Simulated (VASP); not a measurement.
The system is Be3C2.

```
Be C
1.0
     3.01823    0.00000    0.00000
    -1.50911    2.61386    0.00000
     0.00000    0.00000    4.69587
Be C
3 2
Cartesian
  0.0000 0.0000 0.0000
  0.0000 1.7426 3.0288
  1.5091 0.8713 1.6670
  0.0000 1.7426 1.1505
  1.5091 0.8713 3.5454
```

| Property | Result |
| --- | --- |
| Program | VASP 6.6.1 |
| Task | relaxation of cell and atoms |
| Functional | r2SCAN |
| Potentials or basis | VASP PAW PBE potentials, release 64 (Be, C) |
| Cutoff | 600 eV |
| k mesh | 6 × 6 × 4 |
| Occupations | gaussian, width 0.1 eV |
| Spin | no spin polarisation |

At the start: pressure -5.5 GPa; volume 7.41 Å³/atom.

**Question.** How do energy, volume and symmetry change on relaxing?

**Answer.** Over 9 steps the energy falls by 33.7 meV/atom and the volume is 7.15 Å³/atom (-3.5 %); space group P-3m1 (No. 164, to 0.1 Å) before and after.

Step by step:
```
step  energy change (eV)  largest force (eV/Å)  pressure (GPa)  volume (Å³)
   1              0.0000                0.9351           -5.47        37.05
   2             -0.1110                0.6137            1.24        35.70
   3             -0.1189                0.4473            3.73        35.26
   4             -0.1570                0.2399            0.89        35.70
   5             -0.1654                0.1801           -0.76        35.98
   6             -0.1655                0.1664           -1.07        36.03
   7             -0.1683                0.0409           -0.05        35.77
   8             -0.1683                0.0406           -0.06        35.77
   9             -0.1685                0.0170           -0.03        35.76
```

Final structure:
```
Be C
1.0
     3.02773    0.00000    0.00000
    -1.51386    2.62209    0.00000
     0.00000    0.00000    4.50475
Be C
3 2
Cartesian
  3.0277 0.0000 0.0000
  0.0000 1.7481 3.0300
  1.5139 0.8740 1.4748
  0.0000 1.7481 1.1078
  1.5139 0.8740 3.3969
```

Caveat: the k points lie up to 0.40 Å⁻¹ apart in the final cell, too coarse for converged energies and pressures of a metal; the PAW data sets were made with another functional, which shifts forces and pressure a little.
